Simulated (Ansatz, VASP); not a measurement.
## One calculation of Ag, two programs

```
Ag
1.0
     2.88888    0.00000    0.00000
     1.44444    2.50185    0.00000
     0.00000    0.00000   16.71753
Ag
3
Direct
  0.00000 0.00000 0.35890
  0.33333 0.33333 0.50000
  0.66667 0.66667 0.64110
```

Alike in both runs: task single point; functional PBE; k mesh 8 × 8 × 1; occupations fermi-dirac, width 0.05 eV; no spin polarisation.

|  | VASP | Ansatz |
| --- | --- | --- |
| version | VASP 6.6.1 | Ansatz 0.2.0 |
| potentials or method | VASP PAW PBE potentials, release 64 (Ag) | plane waves, PAW |
| plane-wave cutoff (eV) | 400 | 420 |
| valence electrons in the cell | 33 | 57 |

|  | VASP | Ansatz | Ansatz less VASP |
| --- | --- | --- | --- |
| gap on the k mesh at the Fermi level (eV) | none | none | - |
| rms of the force components (eV/Å) | 0.062 | 0.063 | +0.0014 |

Atom by atom the forces differ by 0.001 eV/Å (rms over components). A gap of «none» marks a metal or a gap that the smearing closes. The functional is the same, so the differences come from potentials, cutoffs and numerics. VASP's potentials hold 33 valence electrons a cell and Ansatz's 57, so a difference there can come from the potentials and not from the codes. Ansatz's warnings: vacuum density over bound, xc potential rough in thin density.
